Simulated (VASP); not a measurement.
# CdSe (P6_3mc) in VASP: a series of runs

The runs below take CdSe through single point, with r2SCAN.

Program: VASP 6.6.1. These are calculated values, not measurements. Logs are shortened: lines on timing, memory, paths and dates and some standing lists are left out, and cuts for length are marked.

## (1) The cell of the first run

Symmetry: P6_3mc, No. 186, hexagonal system. Conventional cell: a = 4.211 Å, b = 4.211 Å, c = 6.864 Å, α = 90.00°, β = 90.00°, γ = 120.00°. Within 3.4 Å of Cd (site symmetry 3m) lie 4 Se at 2.58 Å. Se (site symmetry 3m) has 4 Cd at 2.58 Å within 3.4 Å.

## (2) Single point, r2SCAN (strain -3.0%)

Input file POSCAR:

```
CdSe
1.0
    4.2105019554      0.0000000000      0.0000000000
   -2.1052509777      3.6464016561      0.0000000000
    0.0000000000      0.0000000000      6.8643466030
Cd Se
2 2
Direct
    0.3333333333      0.6666666667     -0.0003697141
    0.6666666667      0.3333333333      0.4996302859
    0.3333333333      0.6666666667      0.3753697141
    0.6666666667      0.3333333333      0.8753697141
```

Input file INCAR.step1:

```
SYSTEM = CdSe
PREC = Accurate
ENCUT = 550
ISMEAR = 0
SIGMA = 0.01
LREAL = .FALSE.
LASPH = .TRUE.
NELM = 120
NBANDS = 26
GGA = PE
ALGO = Normal
EDIFF = 1E-5
LWAVE = .TRUE.
LCHARG = .FALSE.
GGA_COMPAT = .FALSE.
```

Input file INCAR.step2:

```
SYSTEM = CdSe
PREC = Accurate
ENCUT = 550
EDIFF = 1E-6
ISMEAR = 0
SIGMA = 0.01
LREAL = .FALSE.
LASPH = .TRUE.
NELM = 120
ALGO = Normal
ISIF = 2
LWAVE = .FALSE.
LCHARG = .FALSE.
METAGGA = R2SCAN
LMIXTAU = .TRUE.
NBANDS = 26
ISTART = 1
GGA_COMPAT = .FALSE.
```

Input file KPOINTS:

```
Automatic mesh
0
G
  12 12 4
  0 0 0
```

Potentials or basis: VASP PAW PBE potentials, release 64 (Cd, Se).

Started as:

```bash
> cat potpaw_PBE.64/Cd/POTCAR potpaw_PBE.64/Se/POTCAR > POTCAR
> cp INCAR.step1 INCAR
> mpirun -np 1 vasp_std > vasp.out
> cp INCAR.step2 INCAR
> mpirun -np 1 vasp_std > vasp.out
```

OUTCAR:

```text
SYSTEM = CdSe
   PREC = Accurate
   ENCUT = 550
   EDIFF = 1E-6
   ISMEAR = 0
   LREAL = .FALSE.
   LASPH = .TRUE.
   NELM = 120
   ISIF = 2
   METAGGA = R2SCAN
   ISTART = 1

 ion  position               nearest neighbor table
   1  0.333  0.667  1.000-   4 2.58   4 2.58   4 2.58   3 2.58
   2  0.667  0.333  0.500-   3 2.58   3 2.58   3 2.58   4 2.58
   3  0.333  0.667  0.375-   2 2.58   2 2.58   2 2.58   1 2.58
   4  0.667  0.333  0.875-   1 2.58   1 2.58   1 2.58   2 2.58

  LATTYP: Found a hexagonal cell.
 ALAT       =     4.2105019554
 C/A-ratio  =     1.6302917504

  Lattice vectors:

 A1 = (   4.2105019554,   0.0000000000,   0.0000000000)
 A2 = (  -2.1052509777,   3.6464016561,   0.0000000000)
 A3 = (   0.0000000000,   0.0000000000,   6.8643466030)

Analysis of symmetry for initial positions (statically):
=====================================================================
 Subroutine PRICEL returns:
 Original cell was already a primitive cell.

 Routine SETGRP: Setting up the symmetry group for a
 hexagonal supercell.

 Subroutine GETGRP returns: Found 12 space group operations
 (whereof  6 operations were pure point group operations)
 out of a pool of 24 trial point group operations.

The static configuration has the point symmetry C_3v.
 The point group associated with its full space group is C_6v.

Analysis of symmetry for dynamics (positions and initial velocities):
=====================================================================
 Subroutine PRICEL returns:
 Original cell was already a primitive cell.

 Routine SETGRP: Setting up the symmetry group for a
 hexagonal supercell.

 Subroutine GETGRP returns: Found 12 space group operations
 (whereof  6 operations were pure point group operations)
 out of a pool of 24 trial point group operations.

The dynamic configuration has the point symmetry C_3v.
 The point group associated with its full space group is C_6v.

 Subroutine INISYM returns: Found 12 space group operations
 (whereof  6 operations are pure point group operations),
 and found     1 'primitive' translations

----------------------------------------------------------------------------------------

                                     Primitive cell

  volume of cell :     105.3896

  direct lattice vectors                    reciprocal lattice vectors
     4.210501955  0.000000000  0.000000000     0.237501374  0.137121482  0.000000000
    -2.105250978  3.646401656  0.000000000     0.000000000  0.274242965  0.000000000
     0.000000000  0.000000000  6.864346603     0.000000000  0.000000000  0.145680289

  length of vectors
     4.210501955  4.210501955  6.864346603     0.274242965  0.274242965  0.145680289

  position of ions in fractional coordinates (direct lattice)
     0.333333333  0.666666667  0.999630286
     0.666666667  0.333333333  0.499630286
     0.333333333  0.666666667  0.375369714
     0.666666667  0.333333333  0.875369714

  ion indices of the primitive-cell ions
   primitive index   ion index
                 1           1
                 2           2
                 3           3
                 4           4

----------------------------------------------------------------------------------------

 KPOINTS: Automatic mesh

Automatic generation of k-mesh.
 Grid dimensions read from file:
 generate k-points for:   12   12    4

 Generating k-lattice:

  Cartesian coordinates                     Fractional coordinates (reciprocal lattice)
     0.019791781  0.011426790  0.000000000     0.083333333 -0.000000000  0.000000000
     0.000000000  0.022853580  0.000000000     0.000000000  0.083333333  0.000000000
     0.000000000  0.000000000  0.036420072     0.000000000  0.000000000  0.250000000

  Length of vectors
     0.022853580  0.022853580  0.036420072

  Shift w.r.t. Gamma in fractional coordinates (k-lattice)
     0.000000000  0.000000000  0.000000000

 Subroutine IBZKPT returns following result:
 ===========================================

 Found     57 irreducible k-points:

 Following reciprocal coordinates:
            Coordinates               Weight
  0.000000  0.000000  0.000000      1.000000
  0.083333  0.000000  0.000000      6.000000
  0.166667  0.000000  0.000000      6.000000
  0.250000  0.000000  0.000000      6.000000
  0.333333 -0.000000  0.000000      6.000000
  0.416667  0.000000  0.000000      6.000000
[... 16 lines left out ...]
  0.250000  0.000000  0.250000     12.000000
  0.333333 -0.000000  0.250000     12.000000
 [... further k-points ...]
   k-points           NKPTS =     57   k-points in BZ     NKDIM =     57   number of bands    NBANDS=     26
   number of dos      NEDOS =    301   number of ions     NIONS =      4
   total plane-waves  NPLWV =  55296
   dimension x,y,z NGX =    32 NGY =   32 NGZ =   54
   dimension x,y,z NGXF=    64 NGYF=   64 NGZF=  108
   ions per type =               2   2
   NGX,Y,Z   is equivalent  to a cutoff of  12.63, 12.63, 13.08 a.u.
   NGXF,Y,Z  is equivalent  to a cutoff of  25.27, 25.27, 26.16 a.u.
 SYSTEM =  CdSe
   PREC   = accura    normal or accurate (medium, high low for compatibility)
   ISTART =      1    job   : 0-new  1-cont  2-samecut
   ICHARG =      0    charge: 1-file 2-atom 10-const
   ISPIN  =      1    spin polarized calculation?
   LNONCOLLINEAR =      F non collinear calculations
   LSORBIT =      F    spin-orbit coupling
   LASPH  =      T    aspherical Exc in radial PAW
   ENCUT  =  550.0 eV  40.42 Ry    6.36 a.u.   8.05  8.05 13.13*2*pi/ulx,y,z
   NELM   =    120;   NELMIN=  2; NELMDL=  0     # of ELM steps
   EDIFF  = 0.1E-05   stopping-criterion for ELM
   LREAL  =      F    real-space projection
   EDIFFG = 0.1E-04   stopping-criterion for IOM
   NSW    =      0    number of steps for IOM
   IBRION =     -1    ionic relax: 0-MD 1-quasi-New 2-CG
   NFREE  =      0    steps in history (QN), initial steepest desc. (CG)
   ISIF   =      2    stress and relaxation
   ISYM   =      2    0-nonsym 1-usesym 2-fastsym
   POTIM  = 0.5000    time-step for ionic-motion
   TEBEG  =    0.0;   TEEND  =   0.0 temperature during run
   PSTRESS=    0.0 pullay stress
   NELECT =      36.0000    total number of electrons
   NUPDOWN=      -1.0000    fix difference up-down
   EMIN   =  10.00;   EMAX   =-10.00  energy-range for DOS
   EFERMI =   0.00;   METHOD = LEGACY
   ISMEAR =     0;   SIGMA  =   0.01  broadening in eV -4-tet -1-fermi 0-gaus
   EFERMI_NEDOS =   21; number of points for ismear=-14 and -15
   IALGO  =     38    algorithm
   IMIX   =      4    mixing-type and parameters
     AMIX     =   0.40;   BMIX     =  1.00
     AMIX_MAG =   1.60;   BMIX_MAG =  1.00
  volume/ion in A,a.u.               =      26.35       177.80
  Fermi-wavevector in a.u.,A,eV,Ry     =   1.144396  2.162596 17.818775  1.309643
  Thomas-Fermi vector in A             =   2.281088
   LORBIT       =      0    0 simple, 1 ext, 2 COOP (PROOUT), +10 PAW based schemes
   METAGGA = R2SCAN    functional components
   LHFCALC =     F    Hartree Fock is set to
   AEXX    =    0.0000 exact exchange contribution
   IVDW    =     0    specifies the selected vdW correction
   LEPSILON=     F    determine dielectric tensor
   LRPA    =     F    only Hartree local field effects (RPA)
 non-spin polarized calculation
 Gauss-broadening in eV      SIGMA  =   0.01
  energy-cutoff  :      550.00
  volume of cell :      105.39
 maximum number of plane-waves:      3118
   NGX = 17   NGY = 17   NGZ = 27

 number of electron      35.9999997 magnetization

 Free energy of the ion-electron system (eV)
  ---------------------------------------------------
  ext. energy  EPLUGINS =         0.00000000
  ---------------------------------------------------
  free energy    TOTEN  =       -71.64680054 eV

  energy without entropy =      -71.64680054  energy(sigma->0) =      -71.64680054

 E-fermi :   1.2708     XC(G=0):  -9.7402

 val. band max:        1.1942858268   @ k =   0.0000   0.0000   0.0000
 cond. band min:       2.5076915872   @ k =   0.0000   0.0000   0.0000
 fundamental gap:      1.3134057605
 Fermi energy:         1.2707948565

 k-point     1 :       0.0000    0.0000    0.0000
  band No.  band energies     occupation
      1     -12.2410      2.00000
      2     -11.7927      2.00000
      3      -7.2088      2.00000
      4      -7.1997      2.00000
      5      -7.1997      2.00000
      6      -7.1111      2.00000
[... 18 lines left out ...]
     25       8.8373      0.00000
     26       9.6064      0.00000

 k-point     2 :       0.0833    0.0000    0.0000
  band No.  band energies     occupation
      1     -12.2152      2.00000
      2     -11.7808      2.00000
      3      -7.2012      2.00000
      4      -7.1897      2.00000
      5      -7.1804      2.00000
      6      -7.0995      2.00000
[... 18 lines left out ...]
     25       9.0258      0.00000
     26       9.4213      0.00000

 k-point     3 :       0.1667    0.0000    0.0000
  band No.  band energies     occupation
      1     -12.1432      2.00000
      2     -11.7493      2.00000
      3      -7.1769      2.00000
      4      -7.1636      2.00000
      5      -7.1261      2.00000
      6      -7.0631      2.00000
[... 18 lines left out ...]
     25       9.0036      0.00000
     26       9.5436      0.00000

 k-point     4 :       0.2500    0.0000    0.0000
  band No.  band energies     occupation
      1     -12.0404      2.00000
      2     -11.7096      2.00000
      3      -7.1468      2.00000
      4      -7.1319      2.00000
      5      -7.0452      2.00000
      6      -7.0078      2.00000
[... 18 lines left out ...]
     25       9.3485      0.00000
     26       9.8029      0.00000
[... 496 lines left out ...]
      1     -12.0841      2.00000
      2     -11.8048      2.00000
      3      -7.1561      2.00000
      4      -7.1505      2.00000
      5      -7.1037      2.00000
      6      -7.0771      2.00000
[... 18 lines left out ...]
     25       9.1878      0.00000
     26       9.2201      0.00000

 k-point    23 :       0.2500    0.0000    0.2500
  band No.  band energies     occupation
      1     -11.9895      2.00000
      2     -11.7548      2.00000
      3      -7.1312      2.00000
      4      -7.1148      2.00000
      5      -7.0529      2.00000
      6      -7.0271      2.00000
[... 18 lines left out ...]
     25       9.3132      0.00000
     26       9.8905      0.00000

 k-point    24 :       0.3333   -0.0000    0.2500
  band No.  band energies     occupation
      1     -11.8892      2.00000
      2     -11.7093      2.00000
      3      -7.1131      2.00000
      4      -7.0839      2.00000
      5      -7.0088      2.00000
      6      -6.9780      2.00000
[... 18 lines left out ...]
     25       9.4256      0.00000
     26      10.5759      0.00000

 [... further k-points ...]

------------------------ aborting loop because EDIFF is reached ----------------------------------------

  FORCE on cell =-STRESS in cart. coord.  units (eV):
  Direction    XX          YY          ZZ          XY          YZ          ZX
  --------------------------------------------------------------------------------------
  -------------------------------------------------------------------------------------
  Total        3.9973972      3.9973972      4.0902033      0.0000000      0.0000000      0.0000000
  in kB       60.7701497     60.7701497     62.1810268      0.0000000      0.0000000      0.0000000
  external PRESSURE =      61.2404421 kB  Pullay stress =       0.0000000 kB

 VOLUME and BASIS-vectors are now :
 -----------------------------------------------------------------------------
  energy-cutoff  :      550.00
  volume of cell :      105.39
      direct lattice vectors                 reciprocal lattice vectors
     4.210501955  0.000000000  0.000000000     0.237501374  0.137121482  0.000000000
    -2.105250978  3.646401656  0.000000000     0.000000000  0.274242965  0.000000000
     0.000000000  0.000000000  6.864346603     0.000000000  0.000000000  0.145680289

 POSITION                                       TOTAL-FORCE (eV/Angst)
 -----------------------------------------------------------------------------------
     -0.00000      2.43093      6.86181        -0.000000     -0.000000      0.000021
      2.10525      1.21547      3.42964         0.000000      0.000000      0.000021
     -0.00000      2.43093      2.57667         0.000000      0.000000     -0.000021
      2.10525      1.21547      6.00884        -0.000000      0.000000     -0.000021
 -----------------------------------------------------------------------------------
    total drift:                               -0.000000      0.000000     -0.004185

  FREE ENERGIE OF THE ION-ELECTRON SYSTEM (eV)
  ---------------------------------------------------
  free  energy   TOTEN  =       -71.6468005392 eV

  energy  without entropy=      -71.6468005392  energy(sigma->0) =      -71.64680054
```

It took 5.3 min on 1 thread of Intel Xeon Platinum 8375C at 2.90GHz (Ice Lake), shared host; peak memory 0.34 GiB.

What came out:

| Quantity | Value |
| --- | --- |
| Free energy | -71.6468 eV |
| Pressure | 6.1 GPa |
| Band gap on the k mesh | 1.31 eV, direct |

Caveat: the cell differs from its parent crystal (strain -3.0%); the PAW data sets were made with another functional, which shifts forces and pressure a little.

(Part 1 of 2 ends here.)
